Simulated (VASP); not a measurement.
Ba:

```xyz
1
Lattice="3.9177 0.0000 0.0000 0.0000 3.9177 0.0000 0.0000 0.0000 3.9177" Properties=species:S:1:pos:R:3 pbc="T T T"
Ba    0.0000    0.0000    0.0000
```

| Property | Result |
| --- | --- |
| Program | VASP 6.6.1 |
| Task | relaxation of cell and atoms |
| Functional | PBEsol |
| Potentials or basis | VASP PAW PBE potentials, release 64 (Ba_sv) |
| Cutoff | 600 eV |
| k mesh | 7 × 7 × 7, shifted |
| Occupations | fermi-dirac, width 0.05 eV |
| Spin | no spin polarisation |

At the start: pressure -0.5 GPa; volume 60.13 Å³/atom.

Task: How do energy, volume and symmetry change on relaxing?

Result: Over 4 steps the energy falls by 5.9 meV/atom and the volume is 56.36 Å³/atom (-6.3 %); space group Pm-3m (No. 221, to 0.05 Å).

The path:
| step | energy change (eV) | largest force (eV/Å) | pressure (GPa) | volume (Å³) |
| --- | --- | --- | --- | --- |
| 1 | 0.0000 | 0.0000 | -0.46 | 60.13 |
| 2 | -0.0036 | 0.0000 | -0.31 | 58.64 |
| 3 | -0.0058 | 0.0000 | -0.03 | 56.56 |
| 4 | -0.0059 | 0.0000 | 0.00 | 56.36 |

Final structure:
```
Ba
1.0
     3.83408    0.00000    0.00000
     0.00000    3.83408    0.00000
     0.00000    0.00000    3.83408
Ba
1
Cartesian
  0.0000 0.0000 0.0000
```

Caveat: the PAW data sets were made with another functional, which shifts forces and pressure a little.
